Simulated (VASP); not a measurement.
# Cl in VASP: single point with LDA

Aim: the single point of Cl with LDA.

Program: VASP 6.6.1. These are calculated values, not measurements. Logs are shortened: lines on timing, memory, paths and dates and some standing lists are left out, and cuts for length are marked.

## (1) The cell of the first run

The cell holds a sublattice, 1 atom: a = 3.868 Å, b = 3.868 Å, c = 3.868 Å, α = 60.00°, β = 60.00°, γ = 60.00°.

## (2) Single point, LDA, collinear spin, ferromagnetic start

INCAR reads:

```
SYSTEM = Cl
PREC     = Accurate       ! precision mode
ENCUT    = 520            ! plane-wave cutoff, eV
EDIFF    = 1E-7           ! SCF threshold, eV
ISMEAR   = 0              ! smearing method
SIGMA    = 0.1            ! smearing width, eV
LREAL    = .False.        ! projectors in reciprocal space
LASPH    = .True.         ! aspherical terms in the spheres
NELM     = 150            ! most SCF steps
ALGO     = Normal         ! electronic algorithm
ISIF     = 2              ! what is computed and relaxed
LWAVE    = .False.        ! write WAVECAR
LCHARG   = .False.        ! write CHGCAR
ISPIN    = 2              ! spin polarisation
MAGMOM   = 1              ! initial moments
LORBIT   = 11             ! projections on sites
NBANDS   = 14             ! bands
```

KPOINTS reads:

```
regular mesh
0
Gamma
  10 10 10
  0 0 0
```

POSCAR reads:

```
Cl
1.0
    0.0000000000      2.7350000000      2.7350000000
    2.7350000000      0.0000000000      2.7350000000
    2.7350000000      2.7350000000      0.0000000000
Cl
1
Direct
    0.5000000000      0.5000000000      0.5000000000
```

Potentials or basis: VASP PAW LDA potentials, release 64 (Cl).

Run with:

```console
$ cat potpaw_LDA.64/Cl/POTCAR > POTCAR
$ mpirun -np 1 vasp_std > vasp.out
```

OUTCAR:

```text
SYSTEM = Cl
   PREC = Accurate
   ENCUT = 520
   EDIFF = 1E-7
   ISMEAR = 0
   LREAL = .False.
   LASPH = .True.
   NELM = 150
   ISIF = 2
   ISPIN = 2
   LORBIT = 11

 ion  position               nearest neighbor table
   1  0.500  0.500  0.500-

  LATTYP: Found a face centered cubic cell.
 ALAT       =     5.4700000000

  Lattice vectors:

 A1 = (   0.0000000000,   2.7350000000,   2.7350000000)
 A2 = (   2.7350000000,   0.0000000000,   2.7350000000)
 A3 = (   2.7350000000,   2.7350000000,   0.0000000000)

Analysis of symmetry for initial positions (statically):
=====================================================================
 Subroutine PRICEL returns:
 Original cell was already a primitive cell.

 Routine SETGRP: Setting up the symmetry group for a
 face centered cubic supercell.

 Subroutine GETGRP returns: Found 48 space group operations
 (whereof 48 operations were pure point group operations)
 out of a pool of 48 trial point group operations.

The static configuration has the point symmetry O_h .

Analysis of symmetry for dynamics (positions and initial velocities):
=====================================================================
 Subroutine PRICEL returns:
 Original cell was already a primitive cell.

 Routine SETGRP: Setting up the symmetry group for a
 face centered cubic supercell.

 Subroutine GETGRP returns: Found 48 space group operations
 (whereof 48 operations were pure point group operations)
 out of a pool of 48 trial point group operations.

The dynamic configuration has the point symmetry O_h .

Analysis of structural, dynamic, and magnetic symmetry:
=====================================================================
 Subroutine PRICEL returns:
 Original cell was already a primitive cell.

 Routine SETGRP: Setting up the symmetry group for a
 face centered cubic supercell.

 Subroutine GETGRP returns: Found 48 space group operations
 (whereof 48 operations were pure point group operations)
 out of a pool of 48 trial point group operations.

The overall configuration has the point symmetry O_h .

 Subroutine INISYM returns: Found 48 space group operations
 (whereof 48 operations are pure point group operations),
 and found     1 'primitive' translations

----------------------------------------------------------------------------------------

                                     Primitive cell

  volume of cell :      40.9168

  direct lattice vectors                    reciprocal lattice vectors
     0.000000000  2.735000000  2.735000000    -0.182815356  0.182815356  0.182815356
     2.735000000  0.000000000  2.735000000     0.182815356 -0.182815356  0.182815356
     2.735000000  2.735000000  0.000000000     0.182815356  0.182815356 -0.182815356

  length of vectors
     3.867874093  3.867874093  3.867874093     0.316645486  0.316645486  0.316645486

  position of ions in fractional coordinates (direct lattice)
     0.500000000  0.500000000  0.500000000

  ion indices of the primitive-cell ions
   primitive index   ion index
                 1           1

----------------------------------------------------------------------------------------

 KPOINTS: regular mesh

Automatic generation of k-mesh.
 Grid dimensions read from file:
 generate k-points for:   10   10   10

 Generating k-lattice:

  Cartesian coordinates                     Fractional coordinates (reciprocal lattice)
    -0.018281536  0.018281536  0.018281536     0.100000000  0.000000000  0.000000000
     0.018281536 -0.018281536  0.018281536     0.000000000  0.100000000  0.000000000
     0.018281536  0.018281536 -0.018281536     0.000000000  0.000000000  0.100000000

  Length of vectors
     0.031664549  0.031664549  0.031664549

  Shift w.r.t. Gamma in fractional coordinates (k-lattice)
     0.000000000  0.000000000  0.000000000

 Subroutine IBZKPT returns following result:
 ===========================================

 Found     47 irreducible k-points:

 Following reciprocal coordinates:
            Coordinates               Weight
  0.000000  0.000000  0.000000      1.000000
  0.100000  0.000000  0.000000      8.000000
  0.200000  0.000000  0.000000      8.000000
  0.300000  0.000000  0.000000      8.000000
  0.400000  0.000000  0.000000      8.000000
  0.500000  0.000000  0.000000      4.000000
[... 16 lines left out ...]
  0.300000  0.300000  0.000000      6.000000
  0.400000  0.300000  0.000000     24.000000
 [... further k-points ...]
   k-points           NKPTS =     47   k-points in BZ     NKDIM =     47   number of bands    NBANDS=     14
   number of dos      NEDOS =    301   number of ions     NIONS =      1
   total plane-waves  NPLWV =  27000
   dimension x,y,z NGX =    30 NGY =   30 NGZ =   30
   dimension x,y,z NGXF=    60 NGYF=   60 NGZF=   60
   ions per type =               1
   NGX,Y,Z   is equivalent  to a cutoff of  12.89, 12.89, 12.89 a.u.
   NGXF,Y,Z  is equivalent  to a cutoff of  25.79, 25.79, 25.79 a.u.
 SYSTEM =  Cl
   PREC   = accura    normal or accurate (medium, high low for compatibility)
   ISTART =      0    job   : 0-new  1-cont  2-samecut
   ICHARG =      2    charge: 1-file 2-atom 10-const
   ISPIN  =      2    spin polarized calculation?
   LNONCOLLINEAR =      F non collinear calculations
   LSORBIT =      F    spin-orbit coupling
   LASPH  =      T    aspherical Exc in radial PAW
   ENCUT  =  520.0 eV  38.22 Ry    6.18 a.u.   7.19  7.19  7.19*2*pi/ulx,y,z
   NELM   =    150;   NELMIN=  2; NELMDL= -5     # of ELM steps
   EDIFF  = 0.1E-06   stopping-criterion for ELM
   LREAL  =      F    real-space projection
   EDIFFG = 0.1E-05   stopping-criterion for IOM
   NSW    =      0    number of steps for IOM
   IBRION =     -1    ionic relax: 0-MD 1-quasi-New 2-CG
   NFREE  =      0    steps in history (QN), initial steepest desc. (CG)
   ISIF   =      2    stress and relaxation
   ISYM   =      2    0-nonsym 1-usesym 2-fastsym
   POTIM  = 0.5000    time-step for ionic-motion
   TEBEG  =    0.0;   TEEND  =   0.0 temperature during run
   PSTRESS=    0.0 pullay stress
   NELECT =       7.0000    total number of electrons
   NUPDOWN=      -1.0000    fix difference up-down
   EMIN   =  10.00;   EMAX   =-10.00  energy-range for DOS
   EFERMI =   0.00;   METHOD = LEGACY
   ISMEAR =     0;   SIGMA  =   0.10  broadening in eV -4-tet -1-fermi 0-gaus
   EFERMI_NEDOS =   21; number of points for ismear=-14 and -15
   IALGO  =     38    algorithm
   IMIX   =      4    mixing-type and parameters
     AMIX     =   0.40;   BMIX     =  1.00
     AMIX_MAG =   1.60;   BMIX_MAG =  1.00
  volume/ion in A,a.u.               =      40.92       276.12
  Fermi-wavevector in a.u.,A,eV,Ry     =   0.908811  1.717404 11.237558  0.825937
  Thomas-Fermi vector in A             =   2.032781
   LORBIT       =     11    0 simple, 1 ext, 2 COOP (PROOUT), +10 PAW based schemes
   GGA     = CA    functional components
   LHFCALC =     F    Hartree Fock is set to
   AEXX    =    0.0000 exact exchange contribution
   IVDW    =     0    specifies the selected vdW correction
   LEPSILON=     F    determine dielectric tensor
   LRPA    =     F    only Hartree local field effects (RPA)
 spin polarized calculation
 Gauss-broadening in eV      SIGMA  =   0.10
  energy-cutoff  :      520.00
  volume of cell :       40.92
 maximum number of plane-waves:      1114
 NGX is ok and might be reduce to    30
   NGX = 15   NGY = 15   NGZ = 15

 number of electron       7.0000001 magnetization       1.0000000

 Free energy of the ion-electron system (eV)
  ---------------------------------------------------
  ext. energy  EPLUGINS =         0.00000000
  ---------------------------------------------------
  free energy    TOTEN  =        -0.80632789 eV

  energy without entropy =       -0.79181426  energy(sigma->0) =       -0.79907108

 E-fermi :  -3.5344     XC(G=0):  -7.1836

 val. band max:       -3.5398817602   @ k =  -0.4000   0.3000   0.1000
 cond. band min:      -3.5263937725   @ k =   0.5000   0.3000   0.1000
 fundamental gap:      0.0134879877
 Fermi energy:        -3.5343886913

 spin component 1

 k-point     1 :       0.0000    0.0000    0.0000
  band No.  band energies     occupation
      1     -16.9560      1.00000
      2      -3.9858      1.00000
      3      -3.9858      1.00000
      4      -3.9858      1.00000
      5       3.0297      0.00000
      6       9.4304      0.00000
      7       9.4304      0.00000
      8       9.4304      0.00000
      9      11.8549      0.00000
     10      11.8549      0.00000
     11      13.6599      0.00000
     12      16.4410      0.00000
     13      16.4410      0.00000
     14      16.4410      0.00000

 k-point     2 :       0.1000    0.0000    0.0000
  band No.  band energies     occupation
      1     -16.9307      1.00000
      2      -4.1715      1.00000
      3      -4.0032      1.00000
      4      -4.0032      1.00000
      5       3.3167      0.00000
      6       9.0247      0.00000
      7       9.5453      0.00000
      8       9.5453      0.00000
      9      11.6072      0.00000
     10      11.6072      0.00000
     11      14.3061      0.00000
     12      15.5936      0.00000
     13      17.0686      0.00000
     14      17.0686      0.00000
[... 343 lines left out ...]
      1     -16.7189      1.00000
      2      -5.0264      1.00000
      3      -4.3352      1.00000
      4      -4.3352      1.00000
      5       5.1465      0.00000
      6       7.0723      0.00000
      7       8.6519      0.00000
      8      11.1032      0.00000
      9      11.1032      0.00000
     10      12.9219      0.00000
     11      17.3576      0.00000
     12      17.3576      0.00000
     13      17.5475      0.00000
     14      19.0844      0.00000

 k-point    24 :       0.4000    0.3000    0.0000
  band No.  band energies     occupation
      1     -16.6626      1.00000
      2      -5.2063      1.00000
      3      -4.4506      1.00000
      4      -4.3900      1.00000
      5       5.4113      0.00000
      6       6.8723      0.00000
      7       8.5318      0.00000
      8      11.2757      0.00000
      9      11.8741      0.00000
     10      13.5182      0.00000
     11      16.0670      0.00000
     12      16.6781      0.00000
     13      17.8648      0.00000
     14      19.2017      0.00000

 [... further k-points ...]

 spin component 2

 k-point     1 :       0.0000    0.0000    0.0000
  band No.  band energies     occupation
      1     -16.0762      1.00000
      2      -3.1322      0.00000
      3      -3.1322      0.00000
      4      -3.1322      0.00000
      5       3.2347      0.00000
      6       9.8513      0.00000
      7       9.8513      0.00000
      8       9.8513      0.00000
      9      12.4123      0.00000
     10      12.4123      0.00000
     11      13.7652      0.00000
     12      16.5851      0.00000
     13      16.5851      0.00000
     14      16.5851      0.00000

 k-point     2 :       0.1000    0.0000    0.0000
  band No.  band energies     occupation
      1     -16.0487      1.00000
      2      -3.3420      0.00325
      3      -3.1511      0.00000
      4      -3.1511      0.00000
      5       3.5389      0.00000
      6       9.4051      0.00000
      7       9.9682      0.00000
      8       9.9682      0.00000
      9      12.1274      0.00000
     10      12.1274      0.00000
     11      14.4455      0.00000
     12      15.7290      0.00000
     13      17.2582      0.00000
     14      17.2582      0.00000
[... 343 lines left out ...]
      1     -15.8181      1.00000
      2      -4.2803      1.00000
      3      -3.5133      0.38265
      4      -3.5133      0.38265
      5       5.4074      0.00000
      6       7.3771      0.00000
      7       8.9708      0.00000
      8      11.5279      0.00000
      9      11.5279      0.00000
     10      13.5320      0.00000
     11      17.8157      0.00000
     12      17.8157      0.00000
     13      17.8612      0.00000
     14      19.3793      0.00000

 k-point    24 :       0.4000    0.3000    0.0000
  band No.  band energies     occupation
      1     -15.7565      1.00000
      2      -4.4731      1.00000
      3      -3.6405      0.93321
      4      -3.5724      0.70471
      5       5.6604      0.00000
      6       7.1766      0.00000
      7       8.8556      0.00000
      8      11.7010      0.00000
      9      12.2805      0.00000
     10      14.1558      0.00000
     11      16.5565      0.00000
     12      17.1538      0.00000
     13      18.2596      0.00000
     14      19.5621      0.00000

 [... further k-points ...]
[... 5 lines left out ...]
  --------------------------------------------------------------------------------------
  -------------------------------------------------------------------------------------
  Total       -1.0502892     -1.0502892     -1.0502892     -0.0000000     -0.0000000      0.0000000
  in kB      -41.1260968    -41.1260968    -41.1260968     -0.0000000     -0.0000000      0.0000000
  external PRESSURE =     -41.1260968 kB  Pullay stress =       0.0000000 kB

 VOLUME and BASIS-vectors are now :
 -----------------------------------------------------------------------------
  energy-cutoff  :      520.00
  volume of cell :       40.92
      direct lattice vectors                 reciprocal lattice vectors
     0.000000000  2.735000000  2.735000000    -0.182815356  0.182815356  0.182815356
     2.735000000  0.000000000  2.735000000     0.182815356 -0.182815356  0.182815356
     2.735000000  2.735000000  0.000000000     0.182815356  0.182815356 -0.182815356

 POSITION                                       TOTAL-FORCE (eV/Angst)
 -----------------------------------------------------------------------------------
      2.73500      2.73500      2.73500        -0.000000     -0.000000      0.000000
 -----------------------------------------------------------------------------------
    total drift:                                0.000000     -0.000000      0.000000

  FREE ENERGIE OF THE ION-ELECTRON SYSTEM (eV)
  ---------------------------------------------------
  free  energy   TOTEN  =        -0.8063278912 eV

  energy  without entropy=       -0.7918142631  energy(sigma->0) =       -0.79907108

 total charge

# of ion       s       p       d       tot
------------------------------------------
    1        1.624   3.226   0.000   4.849

 magnetization (x)

# of ion       s       p       d       tot
------------------------------------------
    1        0.009   0.743   0.000   0.753
```

Run time: 24 s. Hardware: 1 thread of AMD EPYC 9R45 (Zen 5), shared host; peak memory 0.14 GiB.

Results:

```
Free energy                                           : -0.8063 eV
Pressure                                              : -4.1 GPa
Band gap on the k mesh                                : zero (filled and empty bands overlap)
Net moment                                            : 1.00 μB per cell
Site moments                                          : Cl +0.75 μB
Valence electrons inside the program's atomic spheres : Cl 4.85
```

Levels at points of the mesh, in eV from the Fermi level:
Spin up:
| k point | band 2 | band 3 | band 4 | band 5 | band 6 | band 7 |
| --- | --- | --- | --- | --- | --- | --- |
| (0.00, 0.00, 0.00) | -0.45 | -0.45 | -0.45 | 6.56 | 12.96 | 12.96 |
| (0.50, 0.00, 0.00) | -2.05 | -0.63 | -0.63 | 8.94 | 11.48 | 12.58 |
| (0.50, 0.50, 0.00) | -1.90 | -0.97 | -0.97 | 8.62 | 9.91 | 13.00 |
Spin down:
```
           k point  band 1  band 2  band 3  band 4  band 5  band 6  band 7  band 8
(0.00, 0.00, 0.00)  -12.54    0.40    0.40    0.40    6.77   13.39   13.39   13.39
(0.50, 0.00, 0.00)  -12.24   -1.35    0.21    0.21    9.19   11.79   12.97   12.97
(0.50, 0.50, 0.00)  -12.14   -1.18   -0.17   -0.17    8.84   10.20   13.33   17.36
```
